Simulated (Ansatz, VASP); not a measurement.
# One calculation of Be7S, two programs

```
Be S
1.0
     6.78501    0.00000    0.00000
     0.00000    2.19126    2.64255
     0.00000   -2.19126    2.64255
Be S
7 1
Direct
  0.50000 0.76304 0.76304
  0.50000 0.22028 0.22028
  0.69995 0.73277 0.25109
  0.30005 0.73277 0.25109
  0.30005 0.25109 0.73277
  0.69995 0.25109 0.73277
  0.00000 0.57635 0.57635
  0.00000 0.97254 0.97254
```

Change from the starting cell: the structure that the rattled cell fell into.

Alike in both runs: functional PBE; k mesh 6 × 10 × 10; occupations gaussian, width 0.1 eV; no spin polarisation.

Ansatz relaxed the structure, and its values are those at the end. VASP's run is a single point on that final structure, the one shown.

|  | VASP | Ansatz |
| --- | --- | --- |
| version | VASP 6.6.1 | Ansatz 0.2.0 |
| potentials or method | VASP PAW PBE potentials, release 64 (Be, S), cutoff 520 eV | scalar-relativistic, plane waves, PAW |
| valence electrons in the cell | 20 | 20 |

Ansatz gave:

| Item | Value |
| --- | --- |
| gap on the k mesh at the Fermi level (eV) | none |
| pressure (GPa) | 0.0 |
| rms of the force components (eV/Å) | 0.001 |

Question: What did VASP give for the same quantities?

Answer: gap on the k mesh at the Fermi level (eV): none; pressure (GPa): 0.1; rms of the force components (eV/Å): 0.004.

A gap of «none» marks a metal or a gap that the smearing closes.
